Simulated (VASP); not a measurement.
Runs of VASP 6.6.1 on Zn2W. The structure is that of space group Fd-3m (No. 227), or close to it. The cells are those of the table. 

```tsv
task	cell	k mesh	cutoff (eV)	smearing	gap on the mesh (eV)	pressure (GPa)	relaxed volume (Å³/atom)
single point	a = 4.910 Å, angles 60.0°, 6 atoms	8 × 8 × 8	520	gaussian 0.02 eV	none	0.6	-
relaxation of cell and atoms	relaxed from a = 4.910 Å, angles 60.0°, 6 atoms	10 × 10 × 10	600	gaussian 0.1 eV	none	0.0	14.00
relaxation of cell and atoms	relaxed from a = 4.909 Å, angles 60.0°, 6 atoms	8 × 8 × 8	600	gaussian 0.02 eV	none	0.0	14.00
relaxation of cell and atoms	relaxed from a = 5.013 Å, angles 60.0°, 6 atoms	4 × 4 × 4	600	gaussian 0.1 eV	0.70	-0.2	14.00
single point	a = 5.013 Å, angles 60.0°, 6 atoms	4 × 4 × 4	520	gaussian 0.1 eV	(a)	-9.6	-
single point	a = 4.910 Å, angles 60.0°, 6 atoms	10 × 10 × 10	520	gaussian 0.1 eV	none	0.6	-
single point	a = 4.909 Å, angles 60.0°, 6 atoms	4 × 4 × 4	520	gaussian 0.1 eV	0.70	0.6	-
```

Alike in all rows: level PBE; potentials or basis VASP PAW PBE potentials, release 64 (Zn, W_sv); no spin polarisation.

**Question.** Fill in the values left out.

**Answer.** (a) 0.65.

Caveats: spin-orbit coupling is left out, which moves the levels of the heavy elements.

A k mesh can miss the band edges, and the runs leave out spin-orbit coupling on W.

A gap of «none» marks levels without a gap at the run's occupations.
